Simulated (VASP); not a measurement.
# Re (Pm-3n) in VASP: notebook

Re is run at these levels: BLYP; tasks: single point, relaxation of cell and atoms.

Everything below comes from runs of VASP 6.6.1. Logs are shortened: lines on timing, memory, paths and dates and some standing lists are left out, and cuts for length are marked.

## (1) The cell of the first run

The structure is cubic, space group Pm-3n (No. 223). The conventional cell has a = 5.018 Å, b = 5.018 Å, c = 5.018 Å, α = 90.00°, β = 90.00°, γ = 90.00°. Re (site symmetry m-3) has 12 Re at 2.80 Å within 3.7 Å. Within 3.3 Å of Re (site symmetry -4m2) lie 14 Re at 2.51 to 3.07 Å.

## (2) Single point, BLYP

File INCAR:

```
PREC = Accurate
ENCUT = 560
EDIFF = 1E-6
ISMEAR = -1
SIGMA = 0.1
LREAL = False
LASPH = True
NELM = 120
ALGO = Normal
ISIF = 2
LWAVE = False
LCHARG = False
GGA = B5
ALDAX = 1.0
AGGAX = 1.0
AGGAC = 1.0
ALDAC = 0.0
NBANDS = 70
GGA_COMPAT = False
```

File KPOINTS:

```
Automatic mesh
0
Gamma
  5 5 5
```

File POSCAR:

```
Re
1.0
    5.0176700959      0.0000000000      0.0000000000
    0.0000000000      5.0176700959      0.0000000000
    0.0000000000      0.0000000000      5.0176700959
Re
8
Direct
    0.0000000000      0.0000000000      0.0000000000
    0.5000000000      0.5000000000      0.5000000000
    0.2500000000      1.0000000000      0.5000000000
    0.7500000000      1.0000000000      0.5000000000
    0.5000000000      0.2500000000      0.0000000000
    0.5000000000      0.7500000000      0.0000000000
    0.0000000000      0.5000000000      0.2500000000
    1.0000000000      0.5000000000      0.7500000000
```

Potentials or basis: VASP PAW PBE potentials, release 64 (Re_sv_GW).

Started as:

```console
$ cat potpaw_PBE.64/Re_sv_GW/POTCAR > POTCAR
$ mpirun -np 1 vasp_std > vasp.out
```

OUTCAR:

```text
PREC = Accurate
   ENCUT = 560
   EDIFF = 1E-6
   ISMEAR = -1
   LREAL = False
   LASPH = True
   NELM = 120
   ISIF = 2
   GGA = B5

 ion  position               nearest neighbor table
   1  0.000  0.000  0.000-   3 2.80   4 2.80   5 2.80   6 2.80   7 2.80   8 2.80   3 2.80   4 2.80
                             7 2.80   8 2.80   5 2.80   6 2.80
   2  0.500  0.500  0.500-   3 2.80   4 2.80   5 2.80   6 2.80   7 2.80   8 2.80   5 2.80   6 2.80
                             3 2.80   4 2.80   7 2.80   8 2.80
   3  0.250  0.000  0.500-   4 2.51   4 2.51   1 2.80   1 2.80   2 2.80   2 2.80   8 3.07   5 3.07
                             5 3.07   6 3.07   6 3.07   7 3.07   8 3.07   7 3.07
   4  0.750  0.000  0.500-   3 2.51   3 2.51   1 2.80   1 2.80   2 2.80   2 2.80   8 3.07   5 3.07
                             5 3.07   6 3.07   6 3.07   7 3.07   8 3.07   7 3.07
   5  0.500  0.250  0.000-   6 2.51   6 2.51   1 2.80   2 2.80   2 2.80   1 2.80   8 3.07   4 3.07
                             3 3.07   4 3.07   3 3.07   7 3.07   7 3.07   8 3.07
   6  0.500  0.750  0.000-   5 2.51   5 2.51   1 2.80   2 2.80   2 2.80   1 2.80   8 3.07   4 3.07
                             3 3.07   4 3.07   3 3.07   7 3.07   7 3.07   8 3.07
   7  0.000  0.500  0.250-   8 2.51   8 2.51   1 2.80   2 2.80   1 2.80   2 2.80   3 3.07   4 3.07
                             5 3.07   3 3.07   4 3.07   6 3.07   5 3.07   6 3.07
   8  0.000  0.500  0.750-   7 2.51   7 2.51   1 2.80   2 2.80   1 2.80   2 2.80   3 3.07   4 3.07
                             5 3.07   3 3.07   4 3.07   6 3.07   5 3.07   6 3.07

  LATTYP: Found a simple cubic cell.
 ALAT       =     5.0176700959

  Lattice vectors:

 A1 = (   5.0176700959,   0.0000000000,   0.0000000000)
 A2 = (   0.0000000000,   5.0176700959,   0.0000000000)
 A3 = (   0.0000000000,   0.0000000000,   5.0176700959)

Analysis of symmetry for initial positions (statically):
=====================================================================
 Subroutine PRICEL returns:
 Original cell was already a primitive cell.

 Routine SETGRP: Setting up the symmetry group for a
 simple cubic supercell.

 Subroutine GETGRP returns: Found 48 space group operations
 (whereof 24 operations were pure point group operations)
 out of a pool of 48 trial point group operations.

The static configuration has the point symmetry T_h .
 The point group associated with its full space group is O_h .

Analysis of symmetry for dynamics (positions and initial velocities):
=====================================================================
 Subroutine PRICEL returns:
 Original cell was already a primitive cell.

[... 112 lines left out ...]
   ISYM   =      2    0-nonsym 1-usesym 2-fastsym
   POTIM  = 0.5000    time-step for ionic-motion
   TEBEG  =    0.0;   TEEND  =   0.0 temperature during run
   PSTRESS=    0.0 pullay stress
   NELECT =     120.0000    total number of electrons
   NUPDOWN=      -1.0000    fix difference up-down
   EMIN   =  10.00;   EMAX   =-10.00  energy-range for DOS
   EFERMI =   0.00;   METHOD = LEGACY
   ISMEAR =    -1;   SIGMA  =   0.10  broadening in eV -4-tet -1-fermi 0-gaus
   EFERMI_NEDOS =   21; number of points for ismear=-14 and -15
   IALGO  =     38    algorithm
   IMIX   =      4    mixing-type and parameters
     AMIX     =   0.40;   BMIX     =  1.00
     AMIX_MAG =   1.60;   BMIX_MAG =  1.00
  volume/ion in A,a.u.               =      15.79       106.56
  Fermi-wavevector in a.u.,A,eV,Ry     =   1.609286  3.041109 35.236373  2.589800
  Thomas-Fermi vector in A             =   2.705020
   LORBIT       =      0    0 simple, 1 ext, 2 COOP (PROOUT), +10 PAW based schemes
   GGA     = B5    functional components
   LHFCALC =     F    Hartree Fock is set to
   AEXX    =    0.0000 exact exchange contribution
   IVDW    =     0    specifies the selected vdW correction
   LEPSILON=     F    determine dielectric tensor
   LRPA    =     F    only Hartree local field effects (RPA)
 non-spin polarized calculation
  energy-cutoff  :      560.00
  volume of cell :      126.33
 maximum number of plane-waves:      3815
 NGX is ok and might be reduce to    40
   NGX = 19   NGY = 19   NGZ = 19

 number of electron     120.0000010 magnetization

 Free energy of the ion-electron system (eV)
  ---------------------------------------------------
  ext. energy  EPLUGINS =         0.00000000
  ---------------------------------------------------
  free energy    TOTEN  =       -98.16982874 eV

  energy without entropy =      -97.85860160  energy(sigma->0) =      -98.01421517

 E-fermi :  13.0671     XC(G=0): -13.1281

 val. band max:       13.0550934489   @ k =   0.4000   0.0000   0.0000
 cond. band min:      13.0812667176   @ k =   0.4000   0.4000   0.4000
 fundamental gap:      0.0261732687
 Fermi energy:        13.0671435830

 k-point     1 :       0.0000    0.0000    0.0000
  band No.  band energies     occupation
      1     -67.1226      2.00000
      2     -67.0895      2.00000
      3     -67.0895      2.00000
      4     -66.9748      2.00000
      5     -66.9748      2.00000
      6     -66.9748      2.00000
[... 719 lines left out ...]
     69      15.0252      0.00000
     70      15.0290      0.00000

------------------------ aborting loop because EDIFF is reached ----------------------------------------

  FORCE on cell =-STRESS in cart. coord.  units (eV):
  Direction    XX          YY          ZZ          XY          YZ          ZX
  --------------------------------------------------------------------------------------
  -------------------------------------------------------------------------------------
  Total        0.0632412      0.0632412      0.0632412      0.0000000      0.0000000      0.0000000
  in kB        0.8020550      0.8020550      0.8020550      0.0000000      0.0000000      0.0000000
  external PRESSURE =       0.8020550 kB  Pullay stress =       0.0000000 kB

 VOLUME and BASIS-vectors are now :
 -----------------------------------------------------------------------------
  energy-cutoff  :      560.00
  volume of cell :      126.33
      direct lattice vectors                 reciprocal lattice vectors
     5.017670096  0.000000000  0.000000000     0.199295685  0.000000000  0.000000000
     0.000000000  5.017670096  0.000000000     0.000000000  0.199295685  0.000000000
     0.000000000  0.000000000  5.017670096     0.000000000  0.000000000  0.199295685

 POSITION                                       TOTAL-FORCE (eV/Angst)
 -----------------------------------------------------------------------------------
      0.00000      0.00000      0.00000         0.000000     -0.000000     -0.000000
      2.50884      2.50884      2.50884         0.000000     -0.000000     -0.000000
      1.25442      0.00000      2.50884         0.000000      0.000000      0.000000
      3.76325      0.00000      2.50884        -0.000000      0.000000     -0.000000
      2.50884      1.25442      0.00000        -0.000000      0.000000      0.000000
      2.50884      3.76325      0.00000         0.000000     -0.000000     -0.000000
      0.00000      2.50884      1.25442         0.000000      0.000000      0.000000
      0.00000      2.50884      3.76325         0.000000     -0.000000     -0.000000
 -----------------------------------------------------------------------------------
    total drift:                                0.000000     -0.000000      0.000000

  FREE ENERGIE OF THE ION-ELECTRON SYSTEM (eV)
  ---------------------------------------------------
  free  energy   TOTEN  =       -98.1698287370 eV

  energy  without entropy=      -97.8586016009  energy(sigma->0) =      -98.01421517
```

OSZICAR:

```text
N       E                     dE             d eps       ncg     rms          rms(c)
DAV:   1     0.141298052202E+04    0.14130E+04   -0.86034E+04  1496   0.189E+03
DAV:   2    -0.128296784658E+02   -0.14258E+04   -0.13920E+04  1660   0.533E+02
DAV:   3    -0.104255238469E+03   -0.91426E+02   -0.89736E+02  1890   0.119E+02
DAV:   4    -0.107189223393E+03   -0.29340E+01   -0.28907E+01  1736   0.203E+01
DAV:   5    -0.107301964330E+03   -0.11274E+00   -0.11134E+00  1784   0.395E+00    0.114E+03
DAV:   6    -0.993706609292E+02    0.79313E+01   -0.17342E+01  1524   0.170E+01    0.430E+02
DAV:   7    -0.984633406004E+02    0.90732E+00   -0.79938E+00  1658   0.104E+01    0.958E+01
DAV:   8    -0.981888022855E+02    0.27454E+00   -0.20395E+00  1850   0.519E+00    0.402E+01
DAV:   9    -0.981729921358E+02    0.15810E-01   -0.12287E-01  1762   0.156E+00    0.708E+00
DAV:  10    -0.981881945940E+02   -0.15202E-01   -0.13849E-01  1768   0.123E+00    0.134E+01
DAV:  11    -0.981696045852E+02    0.18590E-01   -0.11259E-01  1888   0.124E+00    0.402E+00
DAV:  12    -0.981697805613E+02   -0.17598E-03   -0.38946E-03  1704   0.267E-01    0.338E+00
DAV:  13    -0.981698367221E+02   -0.56161E-04   -0.26354E-04  1808   0.654E-02    0.164E+00
DAV:  14    -0.981698466606E+02   -0.99385E-05   -0.18457E-05  1464   0.158E-02    0.818E-01
DAV:  15    -0.981698329029E+02    0.13758E-04   -0.24001E-05  1768   0.187E-02    0.203E-01
DAV:  16    -0.981698293910E+02    0.35119E-05   -0.12354E-05  1680   0.126E-02    0.202E-01
DAV:  17    -0.981698287370E+02    0.65403E-06   -0.15326E-06  1048   0.499E-03
   1 F= -.98169829E+02 E0= -.98014215E+02  d E =-.311227E+00
```

stdout:

```text
POSCAR found type information on POSCAR Re
 POSCAR found :  1 types and       8 ions
 scaLAPACK will be used
 -----------------------------------------------------------------------------
|                                                                             |
|                                                                             |
|     You enforced a specific xc type in the INCAR file but a different       |
|     I HOPE YOU KNOW WHAT YOU ARE DOING!                                     |
|                                                                             |
 -----------------------------------------------------------------------------

 LDA part: xc-table for (Slater(with rela. corr.)+VWN5), standard interpolation
 POSCAR, INCAR and KPOINTS ok, starting setup
 FFT: planning ... GRIDC
 FFT: planning ... GRID_SOFT
 FFT: planning ... GRID
 WAVECAR not read
 entering main loop
```

Wall time 2.2 min (1 thread of AMD EPYC 9R45 (Zen 5), shared host); peak memory 0.24 GiB.

What came out:

```
Free energy            : -98.1698 eV
Pressure               : 0.1 GPa
Band gap on the k mesh : zero (bands 60 and 61 overlap by 0.45 eV)
```

Caveat: the PAW data sets were made with another functional, which shifts forces and pressure a little; spin-orbit coupling is left out, which moves the levels of the heavy elements.

## (3) Relaxation of cell and atoms, BLYP

This run uses another cell than the first one, of 14.71 Å³/atom.

File INCAR:

```
PREC = Accurate
ENCUT = 560
EDIFF = 1E-7
ISMEAR = -1
SIGMA = 0.1
LREAL = F
LASPH = T
NELM = 120
ALGO = Normal
ISIF = 3
LWAVE = F
LCHARG = F
GGA = B5
ALDAX = 1.0
AGGAX = 1.0
AGGAC = 1.0
ALDAC = 0.0
IBRION = 2
NSW = 80
EDIFFG = -0.01
GGA_COMPAT = F
NELMIN = 4
```

KPOINTS is that of step 2.

File POSCAR:

```
Re
1.0
    4.9008704344      0.0000000000      0.0000000000
    0.0000000000      4.9008704344      0.0000000000
    0.0000000000      0.0000000000      4.9008704344
Re
8
Direct
    0.0000000000      0.0000000000      0.0000000000
    0.5000000000      0.5000000000      0.5000000000
    0.2500000000      0.0000000000      0.5000000000
    0.7500000000      0.0000000000      0.5000000000
    0.5000000000      0.2500000000      0.0000000000
    0.5000000000      0.7500000000      0.0000000000
    0.0000000000      0.5000000000      0.2500000000
    0.0000000000      0.5000000000      0.7500000000
```

Potentials or basis: VASP PAW PBE potentials, release 64 (Re_sv_GW).

Started as:

```console
$ cat potpaw_PBE.64/Re_sv_GW/POTCAR > POTCAR
$ mpirun -np 1 vasp_std > vasp.out
```

Run time: 29 min. Hardware: 1 thread of Intel Xeon Platinum 8375C at 2.90GHz (Ice Lake), shared host; peak memory 0.3 GiB.

Results (log left out):

```
Free energy                           : -98.0951 eV
Relaxed volume                        : 15.77 Å³/atom
Relaxed cell                          : a = 5.016 Å, b = 5.016 Å, c = 5.016 Å, α = 90.00°, β = 90.00°, γ = 90.00°
Space group after relaxing (to 0.1 Å) : Pm-3n (No. 223)
Pressure after relaxing               : 0.1 GPa
Band gap on the k mesh                : zero (bands 60 and 61 overlap by 0.45 eV)
```

Final structure:
```
CELL_PARAMETERS angstrom
5.01583 0.00000 0.00000
0.00000 5.01583 0.00000
0.00000 0.00000 5.01583
ATOMIC_POSITIONS crystal
Re 0.00000 0.00000 0.00000
Re 0.50000 0.50000 0.50000
Re 0.25000 0.00000 0.50000
Re 0.75000 0.00000 0.50000
Re 0.50000 0.25000 0.00000
Re 0.50000 0.75000 0.00000
Re 0.00000 0.50000 0.25000
Re 0.00000 0.50000 0.75000
```

Levels at points of the mesh, in eV from the Fermi level:
```
           k point  band 57  band 58  band 59  band 60  band 61  band 62  band 63  band 64
(0.00, 0.00, 0.00)    -1.62     0.14     0.14     0.14     0.18     0.18     0.18     0.53
```

Caveat: the PAW data sets were made with another functional, which shifts forces and pressure a little; spin-orbit coupling is left out, which moves the levels of the heavy elements.

The gap in the log of VASP goes by the Fermi energy; the results here count the filled bands.